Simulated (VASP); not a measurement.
# BaZnSbF (P4/nmm) in VASP: a series of runs, part 3 of 3

VASP 6.6.1. Earlier steps stand in the parts before.

**6. Single point, r2SCAN (24.91 Å³/atom)**

This run uses another cell than the first one, of 24.91 Å³/atom.

POSCAR reads:

```
BaZnSbF
1.0
    4.4980124920      0.0000000000      0.0000000000
    0.0000000000      4.4980124920      0.0000000000
    0.0000000000      0.0000000000      9.8486071236
Ba Zn Sb F
2 2 2 2
Direct
    0.0000000000      0.5000000000      0.3507091586
    0.5000000000      0.0000000000      0.6492908414
    0.5000000000      0.5000000000      0.0000000000
    0.0000000000      0.0000000000      0.0000000000
    0.5000000000      0.0000000000      0.1650113303
    0.0000000000      0.5000000000      0.8349886697
    0.5000000000      0.5000000000      0.5000000000
    0.0000000000      0.0000000000      0.5000000000
```

INCAR.step1 reads:

```
SYSTEM = BaZnSbF
PREC = Accurate
ENCUT = 660
ISMEAR = -1
SIGMA = 0.02
LREAL = .FALSE.
LASPH = .TRUE.
NELM = 120
NBANDS = 44
GGA = PE
ALGO = Normal
EDIFF = 1E-5
LWAVE = .TRUE.
LCHARG = .FALSE.
GGA_COMPAT = .FALSE.
```

INCAR.step2 reads:

```
SYSTEM = BaZnSbF
PREC = Accurate
ENCUT = 660
EDIFF = 1E-6
ISMEAR = -1
SIGMA = 0.02
LREAL = .FALSE.
LASPH = .TRUE.
NELM = 120
ALGO = Normal
ISIF = 2
LWAVE = .FALSE.
LCHARG = .FALSE.
METAGGA = R2SCAN
LMIXTAU = .TRUE.
NBANDS = 44
ISTART = 1
GGA_COMPAT = .FALSE.
```

KPOINTS reads:

```
Automatic mesh
0
G
  6 6 2
  0 0 0
```

Potentials or basis: VASP PAW PBE potentials, release 64 (Ba_sv, Zn, Sb, F).

Started as:

```bash
> cat potpaw_PBE.64/Ba_sv/POTCAR potpaw_PBE.64/Zn/POTCAR potpaw_PBE.64/Sb/POTCAR potpaw_PBE.64/F/POTCAR > POTCAR
> cp INCAR.step1 INCAR
> mpirun -np 1 vasp_std > vasp.out
> cp INCAR.step2 INCAR
> mpirun -np 1 vasp_std > vasp.out
```

Run time: 24 min. Hardware: 1 thread of Oxide Virtual Turin-like, shared host; peak memory 0.5 GiB.

It converged, with:

```yaml
Free_energy: -144.1148 eV
Pressure: -1.0 GPa
Largest_force: 0.142 eV/Å
Band_gap_on_the_k_mesh: zero (bands 34 and 35 overlap by 0.01 eV)
```

Forces on the atoms (eV/Å):
```
Ba   0.000  0.000  0.022
Ba   0.000  0.000 -0.022
Zn   0.000  0.000  0.000
Zn   0.000  0.000  0.000
Sb   0.000  0.000 -0.142
Sb   0.000  0.000  0.142
F    0.000  0.000  0.000
F    0.000  0.000  0.000
```

Stress tensor (GPa, compression positive):
```
-1.09  0.00  0.00
 0.00 -1.09  0.00
 0.00  0.00 -0.92
```

Levels at points of the mesh, in eV from the Fermi level:
| k point | band 32 | band 33 | band 34 | band 35 | band 36 | band 37 |
| --- | --- | --- | --- | --- | --- | --- |
| (0.00, 0.00, 0.00) | -0.74 | -0.27 | 0.00 | 0.00 | 1.56 | 2.35 |
| (0.50, 0.00, 0.00) | -1.34 | -0.83 | -0.83 | 1.75 | 1.75 | 2.67 |
| (0.50, 0.50, 0.00) | -2.57 | -2.43 | -2.43 | 2.05 | 2.05 | 2.21 |
| (0.00, 0.00, 0.50) | -1.04 | -0.23 | -0.01 | -0.01 | 1.72 | 1.89 |
| (0.50, 0.00, 0.50) | -1.26 | -0.82 | -0.82 | 1.79 | 1.79 | 2.76 |
| (0.50, 0.50, 0.50) | -2.58 | -2.43 | -2.43 | 2.24 | 2.24 | 2.48 |

Caveat: semilocal functionals underestimate gaps, and a narrow one can read as zero; the PAW data sets were made with another functional, which shifts forces and pressure a little; spin-orbit coupling is left out, which moves the levels of the heavy elements.

**7. Single point, r2SCAN (25.63 Å³/atom)**

This run uses another cell than the first one, of 25.63 Å³/atom.

POSCAR, as its differences from that of step 6:

```diff
@@ -2,5 +2,5 @@
 1.0
-    4.4980124920      0.0000000000      0.0000000000
-    0.0000000000      4.4980124920      0.0000000000
-    0.0000000000      0.0000000000      9.8486071236
+    4.5412652655      0.0000000000      0.0000000000
+    0.0000000000      4.5412652655      0.0000000000
+    0.0000000000      0.0000000000      9.9433110786
 Ba Zn Sb F
```

INCAR.step1 reads:

```
SYSTEM = BaZnSbF
PREC = Accurate ; ENCUT = 660
ISMEAR = -1 ; SIGMA = 0.02
LREAL = .False. ; LASPH = .True.
NELM = 120 ; NBANDS = 44
GGA = PE ; ALGO = Normal
EDIFF = 1E-5 ; LWAVE = .True.
LCHARG = .False. ; GGA_COMPAT = .False.
```

INCAR.step2 reads:

```
SYSTEM = BaZnSbF
PREC = Accurate ; ENCUT = 660
EDIFF = 1E-6 ; ISMEAR = -1
SIGMA = 0.02 ; LREAL = .False.
LASPH = .True. ; NELM = 120
ALGO = Normal ; ISIF = 2
LWAVE = .False. ; LCHARG = .False.
METAGGA = R2SCAN ; LMIXTAU = .True.
NBANDS = 44 ; ISTART = 1
GGA_COMPAT = .False.
```

KPOINTS reads:

```
regular mesh
0
Gamma
  6 6 2
  0 0 0
```

Potentials or basis: VASP PAW PBE potentials, release 64 (Ba_sv, Zn, Sb, F).

Started as:

```bash
> cat potpaw_PBE.64/Ba_sv/POTCAR potpaw_PBE.64/Zn/POTCAR potpaw_PBE.64/Sb/POTCAR potpaw_PBE.64/F/POTCAR > POTCAR
> cp INCAR.step1 INCAR
> mpirun -np 1 vasp_std > vasp.out
> cp INCAR.step2 INCAR
> mpirun -np 1 vasp_std > vasp.out
```

OUTCAR:

```text
SYSTEM = BaZnSbF
   PREC = Accurate
   ENCUT = 660
   EDIFF = 1E-6
   ISMEAR = -1
   LREAL = .False.
   LASPH = .True.
   NELM = 120
   ISIF = 2
   METAGGA = R2SCAN
   ISTART = 1

 ion  position               nearest neighbor table
   1  0.000  0.500  0.351-   7 2.71   8 2.71   8 2.71   7 2.71   5 3.70   5 3.70   5 3.70   5 3.70
                             2 4.37   2 4.37   2 4.37   2 4.37
   2  0.500  0.000  0.649-   7 2.71   8 2.71   7 2.71   8 2.71   6 3.70   6 3.70   6 3.70   6 3.70
                             1 4.37   1 4.37   1 4.37   1 4.37
   3  0.500  0.500  0.000-   5 2.80   6 2.80   5 2.80   6 2.80
   4  0.000  0.000  0.000-   5 2.80   6 2.80   6 2.80   5 2.80
[... 1155 lines left out ...]
  external PRESSURE =     -23.8933492 kB  Pullay stress =       0.0000000 kB

 VOLUME and BASIS-vectors are now :
 -----------------------------------------------------------------------------
  energy-cutoff  :      660.00
  volume of cell :      205.06
      direct lattice vectors                 reciprocal lattice vectors
     4.541265265  0.000000000  0.000000000     0.220202948  0.000000000  0.000000000
     0.000000000  4.541265265  0.000000000     0.000000000  0.220202948  0.000000000
     0.000000000  0.000000000  9.943311079     0.000000000  0.000000000  0.100570121

 POSITION                                       TOTAL-FORCE (eV/Angst)
 -----------------------------------------------------------------------------------
      0.00000      2.27063      3.48721        -0.000000     -0.000000      0.125616
      2.27063      0.00000      6.45610        -0.000000      0.000000     -0.125616
      2.27063      2.27063      0.00000        -0.000000      0.000000      0.000000
      0.00000      0.00000      0.00000         0.000000      0.000000      0.000000
      2.27063      0.00000      1.64076        -0.000000      0.000000     -0.266446
      0.00000      2.27063      8.30255        -0.000000      0.000000      0.266446
      2.27063      2.27063      4.97166         0.000000     -0.000000      0.000000
      0.00000      0.00000      4.97166        -0.000000      0.000000      0.000000
 -----------------------------------------------------------------------------------
    total drift:                               -0.000000      0.000000     -0.000000

  FREE ENERGIE OF THE ION-ELECTRON SYSTEM (eV)
  ---------------------------------------------------
  free  energy   TOTEN  =      -144.0556120165 eV

  energy  without entropy=     -144.0536685827  energy(sigma->0) =     -144.05464030
```

OSZICAR.step1:

```text
N       E                     dE             d eps       ncg     rms          rms(c)
DAV:   1     0.726763218930E+03    0.72676E+03   -0.33714E+04  1760   0.183E+03
DAV:   2     0.689770907095E+02   -0.65779E+03   -0.62160E+03  1964   0.415E+02
DAV:   3    -0.294690808890E+02   -0.98446E+02   -0.97523E+02  2004   0.171E+02
DAV:   4    -0.348327351477E+02   -0.53637E+01   -0.53426E+01  2420   0.335E+01
DAV:   5    -0.349677933161E+02   -0.13506E+00   -0.13495E+00  2532   0.516E+00    0.103E+01
DAV:   6    -0.322125422492E+02    0.27553E+01   -0.11392E+01  2276   0.295E+01    0.572E+00
DAV:   7    -0.322230821734E+02   -0.10540E-01   -0.15458E+00  2096   0.688E+00    0.327E+00
DAV:   8    -0.322059080891E+02    0.17174E-01   -0.18741E-01  2112   0.240E+00    0.805E-01
DAV:   9    -0.322068315376E+02   -0.92345E-03   -0.50379E-02  2344   0.103E+00    0.207E-01
DAV:  10    -0.322085858759E+02   -0.17543E-02   -0.67172E-03  2088   0.440E-01    0.958E-02
DAV:  11    -0.322091506379E+02   -0.56476E-03   -0.10073E-03  2348   0.196E-01    0.383E-02
DAV:  12    -0.322092559073E+02   -0.10527E-03   -0.30423E-04  2076   0.822E-02    0.106E-02
DAV:  13    -0.322092607517E+02   -0.48444E-05   -0.23281E-05  1948   0.229E-02
   1 F= -.32209261E+02 E0= -.32208270E+02  d E =-.198052E-02
```

It took 28 min on 1 thread of Oxide Virtual Turin-like, shared host; peak memory 0.49 GiB.

Results:

```yaml
Free_energy: -144.0556 eV
Pressure: -2.4 GPa
Largest_force: 0.266 eV/Å
Band_gap_on_the_k_mesh: zero (bands 34 and 35 overlap by 0.01 eV)
```

Forces on the atoms (eV/Å):
```
Ba   0.000  0.000  0.126
Ba   0.000  0.000 -0.126
Zn   0.000  0.000  0.000
Zn   0.000  0.000  0.000
Sb   0.000  0.000 -0.266
Sb   0.000  0.000  0.266
F    0.000  0.000  0.000
F    0.000  0.000  0.000
```

Caveat: semilocal functionals underestimate gaps, and a narrow one can read as zero; the PAW data sets were made with another functional, which shifts forces and pressure a little; spin-orbit coupling is left out, which moves the levels of the heavy elements.

**8. Overview**

| level | cell | k mesh | cutoff (eV) | gap on the mesh (eV) | pressure (GPa) | largest force (eV/Å) |
| --- | --- | --- | --- | --- | --- | --- |
| r2SCAN | a = 4.454, b = 4.454, c = 9.752 Å, 8 atoms, atomic positions A | 6 × 6 × 4 | 660 | none | 0.6 | 0.10 |
| PBE | a = 4.569, b = 4.569, c = 10.038 Å, 8 atoms, atomic positions B | 6 × 6 × 2 | 600 | none | -2.1 | 0.25 |
| PBE | a = 4.454, b = 4.454, c = 9.752 Å, 8 atoms, atomic positions A | 6 × 6 × 4 | 600 | none | 1.8 | 0.23 |
| r2SCAN | a = 4.363, b = 4.363, c = 9.553 Å, 8 atoms, atomic positions A | 6 × 6 × 2 | 660 | none | 4.7 | 0.40 |
| r2SCAN | a = 4.498, b = 4.498, c = 9.849 Å, 8 atoms, atomic positions A | 6 × 6 × 2 | 660 | none | -1.0 | 0.14 |
| r2SCAN | a = 4.541, b = 4.541, c = 9.943 Å, 8 atoms, atomic positions A | 6 × 6 × 2 | 660 | none | -2.4 | 0.27 |

Alike in all rows: task single point; potentials or basis VASP PAW PBE potentials, release 64 (Ba_sv, Zn, Sb, F); no spin polarisation; smearing fermi-dirac 0.02 eV.

Caveats: semilocal functionals underestimate gaps, and a narrow one can read as zero; spin-orbit coupling is left out, which moves the levels of the heavy elements; the PAW data sets were made with another functional, which shifts forces and pressure a little (at least some runs); the cell stands under pressure (at least some runs).

Total energies depend on the potentials used, so only differences within one code and one set of settings carry meaning.
